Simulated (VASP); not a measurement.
BaTiO3:

```
CELL_PARAMETERS angstrom
2.82737 1.63238 2.31839
-2.82737 1.63238 2.31839
0.00000 -3.26476 2.31839
ATOMIC_POSITIONS crystal
Ba 0.00000 0.00000 0.00000
Ti 0.48450 0.48450 0.48450
O 0.50860 0.50860 0.01750
O 0.01750 0.50860 0.50860
O 0.50860 0.01750 0.50860
```

Base run:

```yaml
Program: VASP 6.6.1
Functional: RPBE
Potentials_or_basis: VASP PAW PBE potentials, release 64 (Ba_sv, Ti_sv, O)
Cutoff: 600 eV
k_mesh: 4 × 4 × 4, shifted
Occupations: gaussian, width 0.01 eV
Spin: no spin polarisation
```

Its results: band gap on the k mesh 2.81 eV (least direct gap 3.10 eV); pressure 10.9 GPa; largest force 0.263 eV/Å.

Question: The run is repeated on the same cell with these changes: functional from RPBE to LDA; potentials or basis from VASP PAW PBE potentials, release 64 (Ba_sv, Ti_sv, O) to VASP PAW LDA potentials, release 64 (Ba_sv, Ti_sv, O). What comes out?

Answer: Band gap on the k mesh 2.71 eV (least direct gap 2.99 eV); pressure -4.1 GPa; largest force 0.162 eV/Å.

Caveats: spin-orbit coupling is left out, which moves the levels of the heavy elements; a shifted mesh leaves out Γ, where band edges can lie; the cell stands under pressure (at least some runs); the PAW data sets were made with another functional, which shifts forces and pressure a little (at least some runs); the cell stands under tension (at least some runs).

A k mesh can miss the band edges.
